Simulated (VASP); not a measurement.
Here is a VASP 6.6.1 calculation.

INCAR

```
SYSTEM = BaTiO3
PREC = Accurate ; ENCUT = 600
EDIFF = 1E-6 ; ISMEAR = -1
SIGMA = 0.05 ; LREAL = .False.
LASPH = .True. ; NELM = 200
ALGO = Normal ; ISIF = 2
LWAVE = .False. ; LCHARG = .True.
LMAXMIX = 4 ; LDAU = .True.
LDAUTYPE = 2 ; LDAUL = -1 2 -1
LDAUU = 0 3 0 ; LDAUJ = 0 0 0
LDAUPRINT = 1 ; LELF = .True.
LVHAR = .True. ; NBANDS = 28
GGA_COMPAT = .False.
```

The input KPOINTS:

```
regular mesh
0
Gamma
  7 7 7
  0 0 0
```

POSCAR

```
BaTiO3
1.0
    3.9998000000      0.0000000000      0.0000000000
    0.0000000000      3.9998000000      0.0000000000
    0.0000000000      0.0000000000      4.0180000000
Ba Ti O
1 1 3
Direct
    0.9955672000      0.9906407400      0.0035034300
    0.5025366900      0.4919233700      0.4687657700
    0.4792189400      0.5143238900      0.0064065200
    0.5027309200      0.0032990000      0.5093824900
    0.0199462600      0.4998130000      0.5399418000
```

Potentials or basis: VASP PAW LDA potentials, release 64 (Ba_sv, Ti_sv, O).

Command:

```sh
$ cat potpaw_LDA.64/Ba_sv/POTCAR potpaw_LDA.64/Ti_sv/POTCAR potpaw_LDA.64/O/POTCAR > POTCAR
$ mpirun -np 1 vasp_std > vasp.out
```

What does it give for the pressure?

-3.4 GPa.

What does it give for the largest force?

1.327 eV/Å.

What does it give for the band gap on the k mesh?

2.21 eV (least direct gap 2.47 eV).

Eigenvalues of the final occupation matrices:
| site | spin | trace | eigenvalues |
| --- | --- | --- | --- |
| site 2 d | 1 | 0.84 | 0.11 0.12 0.12 0.24 0.25 |
| site 2 d | 2 | 0.84 | 0.11 0.12 0.12 0.24 0.25 |

Caveat: the cell stands under tension; spin-orbit coupling is left out, which moves the levels of the heavy elements; an odd mesh through Γ misses points on the zone boundary, where band edges can lie; forces of over 1 eV/Å act on the atoms, so gaps and moduli don't describe the material at rest.
